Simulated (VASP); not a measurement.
# FePt2 (P-6m2) in VASP: notebook

FePt2 is run at these levels: PBE; tasks: single point, relaxation of cell and atoms.

Everything below comes from runs of VASP 6.6.1. Logs are shortened: lines on timing, memory, paths and dates and some standing lists are left out, and cuts for length are marked.

## 1. The cell of the first run

It takes space group P-6m2 (No. 187, hexagonal). The conventional cell has a = 3.557 Å, b = 3.557 Å, c = 7.945 Å, α = 90.00°, β = 90.00°, γ = 120.00°. Fe (site symmetry 3m) has 7 Pt at 2.44 to 2.65 Å and 1 Fe at 2.65 Å within 3.2 Å. Within 3.2 Å of Pt (site symmetry -6m2) lie 6 Pt at 2.44 Å and 2 Fe at 2.65 Å. Within 3.2 Å of Pt (site symmetry 3m) lie 3 Fe at 2.44 Å and 5 Pt at 2.44 to 2.65 Å. Pt (site symmetry -6m2) has 6 Fe at 2.44 Å and 2 Pt at 2.65 Å within 3.2 Å.

## 2. Single point, PBE, collinear spin, ferromagnetic start

INCAR

```
PREC = Accurate
ENCUT = 520
EDIFF = 1E-6
ISMEAR = 0
SIGMA = 0.1
LREAL = False
LASPH = True
NELM = 150
ALGO = Fast
ISIF = 2
LWAVE = False
LCHARG = False
ISPIN = 2
MAGMOM = 4 4 0 0 0 0
LORBIT = 11
LMAXMIX = 4
GGA = PE
NBANDS = 41
```

KPOINTS

```
regular mesh
0
Gamma
  6 6 2
```

POSCAR

```
FePt2
1.0
    3.5571282000      0.0000000000      0.0000000000
   -1.7785641000      3.0805633900      0.0000000000
    0.0000000000      0.0000000000      7.9454155700
Fe Pt
2 4
Direct
    0.3333333300      0.6666666700      0.3333333300
    0.3333333300      0.6666666700      0.6666666700
    0.3333333300      0.6666666700      0.0000000000
    0.6666666700      0.3333333300      0.1666666700
    0.6666666700      0.3333333300      0.5000000000
    0.6666666700      0.3333333300      0.8333333300
```

Potentials or basis: VASP PAW PBE potentials, release 64 (Fe, Pt).

Command:

```sh
$ cat potpaw_PBE.64/Fe/POTCAR potpaw_PBE.64/Pt/POTCAR > POTCAR
$ mpirun -np 1 vasp_std > vasp.out
```

OUTCAR:

```text
PREC = Accurate
   ENCUT = 520
   EDIFF = 1E-6
   ISMEAR = 0
   LREAL = False
   LASPH = True
   NELM = 150
   ISIF = 2
   ISPIN = 2
   LORBIT = 11
   GGA = PE

 ion  position               nearest neighbor table
   1  0.333  0.667  0.333-   4 2.44   4 2.44   5 2.44   5 2.44   4 2.44   5 2.44   3 2.65   2 2.65

   2  0.333  0.667  0.667-   6 2.44   6 2.44   5 2.44   5 2.44   6 2.44   5 2.44   3 2.65   1 2.65

   3  0.333  0.667  0.000-   4 2.44   6 2.44   4 2.44   6 2.44   4 2.44   6 2.44   1 2.65   2 2.65

   4  0.667  0.333  0.167-   1 2.44   1 2.44   3 2.44   3 2.44   1 2.44   3 2.44   5 2.65   6 2.65

   5  0.667  0.333  0.500-   1 2.44   2 2.44   1 2.44   2 2.44   1 2.44   2 2.44   4 2.65   6 2.65

   6  0.667  0.333  0.833-   2 2.44   2 2.44   3 2.44   3 2.44   2 2.44   3 2.44   5 2.65   4 2.65

  LATTYP: Found a hexagonal cell.
 ALAT       =     3.5571282000
 C/A-ratio  =     2.2336601672

  Lattice vectors:

 A1 = (   3.5571282000,   0.0000000000,   0.0000000000)
 A2 = (  -1.7785641000,   3.0805633900,   0.0000000000)
 A3 = (   0.0000000000,   0.0000000000,   7.9454155700)

Analysis of symmetry for initial positions (statically):
=====================================================================
 Subroutine PRICEL returns:
 Original cell was already a primitive cell.

 Routine SETGRP: Setting up the symmetry group for a
 hexagonal supercell.

 Subroutine GETGRP returns: Found 12 space group operations
 (whereof 12 operations were pure point group operations)
 out of a pool of 24 trial point group operations.

The static configuration has the point symmetry D_3h.

Analysis of symmetry for dynamics (positions and initial velocities):
=====================================================================
 Subroutine PRICEL returns:
 Original cell was already a primitive cell.

 Routine SETGRP: Setting up the symmetry group for a
 hexagonal supercell.

 Subroutine GETGRP returns: Found 12 space group operations
 (whereof 12 operations were pure point group operations)
 out of a pool of 24 trial point group operations.

The dynamic configuration has the point symmetry D_3h.

Analysis of structural, dynamic, and magnetic symmetry:
=====================================================================
 Subroutine PRICEL returns:
 Original cell was already a primitive cell.

 Routine SETGRP: Setting up the symmetry group for a
 hexagonal supercell.

 Subroutine GETGRP returns: Found 12 space group operations
[... 134 lines left out ...]
  energy-cutoff  :      520.00
  volume of cell :       87.07
 maximum number of plane-waves:      2382
 NGX is ok and might be reduce to    28
   NGX = 13   NGY = 13   NGZ = 29

 number of electron      56.0000015 magnetization       6.5474756

 Free energy of the ion-electron system (eV)
  ---------------------------------------------------
  ext. energy  EPLUGINS =         0.00000000
  ---------------------------------------------------
  free energy    TOTEN  =       -37.23070048 eV

  energy without entropy =      -37.19190192  energy(sigma->0) =      -37.21130120

 E-fermi :   9.6264     XC(G=0): -12.8764

 val. band max:        9.6209708714   @ k =   0.0000   0.0000   0.5000
 cond. band min:       9.6328885846   @ k =   0.5000   0.0000   0.5000
 fundamental gap:      0.0119177132
 Fermi energy:         9.6263603705

 spin component 1

 k-point     1 :       0.0000    0.0000    0.0000
  band No.  band energies     occupation
      1      -0.5205      1.00000
      2       1.8190      1.00000
      3       2.3973      1.00000
      4       2.6066      1.00000
      5       2.6066      1.00000
      6       2.7354      1.00000
[... 591 lines left out ...]
     39      17.1722      0.00000
     40      17.8354      0.00000
 Fermi energy:         9.6263603705

 spin component 2

 k-point     1 :       0.0000    0.0000    0.0000
  band No.  band energies     occupation
      1      -0.4213      1.00000
      2       2.0807      1.00000
      3       2.5444      1.00000
      4       2.7964      1.00000
      5       2.7964      1.00000
      6       2.8997      1.00000
[... 591 lines left out ...]
     39      17.7164      0.00000
     40      18.2412      0.00000
 [bands above 40 left out]

------------------------ aborting loop because EDIFF is reached ----------------------------------------

  FORCE on cell =-STRESS in cart. coord.  units (eV):
  Direction    XX          YY          ZZ          XY          YZ          ZX
  --------------------------------------------------------------------------------------
  -------------------------------------------------------------------------------------
  Total       25.7844699     25.7844700     23.6230809      0.0000000      0.0000000      0.0000000
  in kB      474.4850200    474.4850213    434.7112056      0.0000000      0.0000000      0.0000000
  external PRESSURE =     461.2270823 kB  Pullay stress =       0.0000000 kB

 VOLUME and BASIS-vectors are now :
 -----------------------------------------------------------------------------
  energy-cutoff  :      520.00
  volume of cell :       87.07
      direct lattice vectors                 reciprocal lattice vectors
     3.557128200  0.000000000  0.000000000     0.281125656  0.162307973  0.000000000
    -1.778564100  3.080563390  0.000000000     0.000000000  0.324615946  0.000000000
     0.000000000  0.000000000  7.945415570     0.000000000  0.000000000  0.125858741

 POSITION                                       TOTAL-FORCE (eV/Angst)
 -----------------------------------------------------------------------------------
     -0.00000      2.05371      2.64847        -0.000000      0.000000      0.046845
     -0.00000      2.05371      5.29694        -0.000000     -0.000000     -0.046845
     -0.00000      2.05371      0.00000        -0.000000      0.000000      0.000000
      1.77856      1.02685      1.32424         0.000000      0.000000      3.584276
      1.77856      1.02685      3.97271        -0.000000      0.000000      0.000000
      1.77856      1.02685      6.62118        -0.000000      0.000000     -3.584276
 -----------------------------------------------------------------------------------
    total drift:                               -0.000006      0.000004     -0.000000

  FREE ENERGIE OF THE ION-ELECTRON SYSTEM (eV)
  ---------------------------------------------------
  free  energy   TOTEN  =       -37.2307004830 eV

  energy  without entropy=      -37.1919019156  energy(sigma->0) =      -37.21130120

 total charge

# of ion       s       p       d       tot
------------------------------------------
    1        0.491   0.548   6.259   7.298
    2        0.491   0.548   6.259   7.298
    3        0.821   0.807   8.260   9.889
    4        0.829   0.752   8.196   9.776
    5        0.827   0.647   8.150   9.624
    6        0.829   0.752   8.196   9.776
--------------------------------------------------
tot          4.288   4.055  45.319  53.662

 magnetization (x)

# of ion       s       p       d       tot
------------------------------------------
    1        0.008   0.010   2.715   2.733
    2        0.008   0.010   2.715   2.733
    3       -0.010   0.000   0.097   0.088
    4       -0.016  -0.031   0.258   0.210
    5       -0.030  -0.038   0.486   0.418
    6       -0.016  -0.031   0.258   0.210
--------------------------------------------------
tot         -0.056  -0.081   6.528   6.391
```

OSZICAR:

```text
N       E                     dE             d eps       ncg     rms          rms(c)
DAV:   1     0.494210704304E+03    0.49421E+03   -0.25301E+04  2296   0.149E+03
DAV:   2    -0.681206252665E+00   -0.49489E+03   -0.45384E+03  2415   0.364E+02
[... 11 lines left out ...]
RMM:  14    -0.372306251017E+02    0.12876E-02   -0.30131E-03  2569   0.268E-01    0.116E-01
RMM:  15    -0.372306758813E+02   -0.50780E-04   -0.51655E-04  2806   0.129E-01    0.528E-02
RMM:  16    -0.372306959268E+02   -0.20045E-04   -0.11929E-04  2740   0.529E-02    0.344E-02
RMM:  17    -0.372306994554E+02   -0.35286E-05   -0.31408E-05  2760   0.283E-02    0.160E-02
RMM:  18    -0.372307005575E+02   -0.11021E-05   -0.76081E-06  2173   0.133E-02    0.708E-03
RMM:  19    -0.372307004830E+02    0.74501E-07   -0.16578E-06  1526   0.852E-03
   1 F= -.37230700E+02 E0= -.37211301E+02  d E =-.387986E-01  mag=     6.5479
```

stdout:

```text
POSCAR found type information on POSCAR FePt
 POSCAR found :  2 types and       6 ions
 scaLAPACK will be used
 LDA part: xc-table for (Slater+PW92), standard interpolation
 POSCAR, INCAR and KPOINTS ok, starting setup
 FFT: planning ... GRIDC
 FFT: planning ... GRID_SOFT
 FFT: planning ... GRID
 WAVECAR not read
 entering main loop
```

Wall time 73 s (1 thread of AMD EPYC 9R45 (Zen 5), shared host); peak memory 0.25 GiB.

What came out:

- Free energy: -37.2307 eV
- Pressure: 46.1 GPa
- Largest force: 3.584 eV/Å
- Net moment: 6.55 μB per cell
- Site moments: Fe +2.73; Pt +0.09, +0.21, +0.42 (each value once) μB
- Valence electrons inside the program's atomic spheres: Fe 7.30; Pt 9.89, 9.78, 9.62 (each value once)

Forces on the atoms (eV/Å):
```
Fe   0.000  0.000  0.047
Fe   0.000  0.000 -0.047
Pt   0.000  0.000  0.000
Pt   0.000  0.000  3.584
Pt   0.000  0.000  0.000
Pt   0.000  0.000 -3.584
```

Levels at points of the mesh, in eV from the Fermi level:
Spin up:
| k point | band 29 | band 30 | band 31 | band 32 | band 33 | band 34 |
| --- | --- | --- | --- | --- | --- | --- |
| (0.00, 0.00, 0.00) | -0.63 | 0.11 | 0.11 | 0.38 | 0.38 | 4.83 |
| (0.50, 0.00, 0.00) | -1.09 | -1.08 | 0.10 | 0.12 | 0.13 | 0.68 |
| (0.00, 0.00, 0.50) | -0.01 | -0.01 | 0.39 | 0.39 | 0.87 | 2.27 |
| (0.50, 0.00, 0.50) | -1.07 | -0.78 | -0.09 | 0.01 | 0.22 | 0.57 |
Spin down:
| k point | band 21 | band 22 | band 23 | band 24 | band 25 | band 26 | band 27 | band 28 | band 29 | band 30 |
| --- | --- | --- | --- | --- | --- | --- | --- | --- | --- | --- |
| (0.00, 0.00, 0.00) | -1.74 | 0.02 | 0.02 | 0.41 | 0.41 | 0.58 | 0.92 | 1.02 | 1.02 | 1.68 |
| (0.50, 0.00, 0.00) | -1.34 | -1.27 | -1.20 | -1.19 | -0.11 | 0.19 | 0.44 | 0.66 | 0.70 | 0.76 |
| (0.00, 0.00, 0.50) | -1.21 | -0.96 | -0.96 | -0.14 | 0.99 | 0.99 | 1.28 | 1.28 | 1.48 | 1.48 |
| (0.50, 0.00, 0.50) | -1.22 | -1.03 | -0.96 | -0.47 | 0.01 | 0.16 | 0.40 | 0.62 | 0.64 | 0.73 |

Caveat: the k points lie up to 0.40 Å⁻¹ apart; spin-orbit coupling is left out, which moves the levels of the heavy elements; forces of over 1 eV/Å act on the atoms, so gaps and moduli don't describe the material at rest.

## 3. Single point, PBE, collinear spin, ferromagnetic start

This run uses another cell than the first one, of 17.71 Å³/atom.

INCAR

```
PREC = Accurate
ENCUT = 520
EDIFF = 1E-6
ISMEAR = 0
SIGMA = 0.1
LREAL = F
LASPH = T
NELM = 150
ALGO = Normal
ISIF = 2
LWAVE = F
LCHARG = F
ISPIN = 2
MAGMOM = 4 4 0 0 0 0
LORBIT = 11
LMAXMIX = 4
GGA = PE
NBANDS = 41
```

KPOINTS

```
Automatic mesh
0
Gamma
  6 6 2
```

POSCAR

```
FePt2
1.0
    3.8773877522      0.0000000000      0.0000000000
   -1.9386938761      3.3579162937      0.0000000000
    0.0000000000      0.0000000000      8.1594627421
Fe Pt
2 4
Direct
    0.3333333333      0.6666666667      0.3297064639
    0.3333333333      0.6666666667      0.6702935361
    0.3333333333      0.6666666667      0.0000000000
    0.6666666667      0.3333333333      0.1776549731
    0.6666666667      0.3333333333      0.5000000000
    0.6666666667      0.3333333333      0.8223450269
```

Potentials or basis: VASP PAW PBE potentials, release 64 (Fe, Pt).

Command:

```sh
$ cat potpaw_PBE.64/Fe/POTCAR potpaw_PBE.64/Pt/POTCAR > POTCAR
$ mpirun -np 1 vasp_std > vasp.out
```

Run time: 80 s. Hardware: 1 thread of AMD EPYC 9R45 (Zen 5), shared host; peak memory 0.28 GiB.

Results (log left out):

```
Free energy                                           : -39.8144 eV
Pressure                                              : -0.3 GPa
Largest force                                         : 0.010 eV/Å
Net moment                                            : 8.16 μB per cell
Site moments                                          : Fe +3.22; Pt +0.27, +0.38, +0.51 (each value once) μB
Valence electrons inside the program's atomic spheres : Fe 6.89; Pt 9.26, 9.31 (each value once)
```

Forces on the atoms (eV/Å):
```
Fe   0.000  0.000  0.008
Fe   0.000  0.000 -0.008
Pt   0.000  0.000  0.000
Pt   0.000  0.000  0.010
Pt   0.000  0.000  0.000
Pt   0.000  0.000 -0.010
```

Stress tensor (GPa, compression positive):
```
-0.25  0.00  0.00
 0.00 -0.25  0.00
 0.00  0.00 -0.45
```

Levels at points of the mesh, in eV from the Fermi level:
Spin up:
| k point | band 30 | band 31 | band 32 | band 33 | band 34 | band 35 |
| --- | --- | --- | --- | --- | --- | --- |
| (0.00, 0.00, 0.00) | -0.29 | -0.29 | 0.05 | 0.05 | 4.67 | 5.66 |
| (0.50, 0.00, 0.00) | -0.79 | -0.33 | -0.10 | 0.14 | 0.54 | 1.80 |
| (0.00, 0.00, 0.50) | -0.15 | 0.03 | 0.03 | 0.87 | 2.45 | 8.38 |
| (0.50, 0.00, 0.50) | -0.56 | -0.36 | -0.10 | 0.24 | 0.42 | 2.03 |
Spin down:
```
           k point  band 20  band 21  band 22  band 23  band 24  band 25  band 26  band 27  band 28  band 29
(0.00, 0.00, 0.00)    -1.54    -1.28     0.07     0.07     0.72     0.72     0.77     0.80     1.05     1.05
(0.50, 0.00, 0.00)    -1.58    -0.81    -0.77    -0.75    -0.64     0.22     0.35     0.70     0.79     0.85
(0.00, 0.00, 0.50)    -0.58    -0.58    -0.53    -0.53    -0.11     0.90     0.90     1.15     1.15     1.30
(0.50, 0.00, 0.50)    -1.20    -0.82    -0.59    -0.35    -0.29     0.33     0.52     0.57     0.79     0.81
```

Caveat: the k points lie up to 0.39 Å⁻¹ apart; spin-orbit coupling is left out, which moves the levels of the heavy elements.

(Continued in part 2 of 2.)
